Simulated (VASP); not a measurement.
Crystal: CaO.

```
Ca O
1.0
     0.00000    2.40356    2.40356
     2.40356    0.00000    2.40356
     2.40356    2.40356    0.00000
Ca O
1 1
Direct
  0.00000 0.00000 0.00000
  0.50000 0.50000 0.50000
```

| Item | Value |
| --- | --- |
| Program | VASP 6.6.1 |
| Task | relaxation of cell and atoms |
| Functional | PBEsol |
| Dispersion | D4 |
| Potentials or basis | VASP PAW PBE potentials, release 64 (Ca_sv, O) |
| Cutoff | 600 eV |
| k mesh | 10 × 10 × 10 |
| Occupations | fermi-dirac, width 0.05 eV |
| Spin | no spin polarisation |

At the start: pressure -3.4 GPa; volume 13.89 Å³/atom.

Problem. How do energy, volume and symmetry change on relaxing?

Solution. Over 3 steps the energy falls by 4.7 meV/atom and the volume is 13.46 Å³/atom (-3.1 %); space group Fm-3m (No. 225, to 0.05 Å).

The path:
```csv
step,energy change (eV),largest force (eV/Å),pressure (GPa),volume (Å³)
1,0.0000,0.0000,-3.41,27.77
2,-0.0079,0.0000,1.46,26.60
3,-0.0093,0.0000,0.01,26.92
```

Final structure:
```
Ca O
1.0
     0.00000    2.37879    2.37879
     2.37879    0.00000    2.37879
     2.37879    2.37879    0.00000
Ca O
1 1
Cartesian
  0.0000 0.0000 0.0000
  2.3788 2.3788 2.3788
```

Caveat: the PAW data sets were made with another functional, which shifts forces and pressure a little.
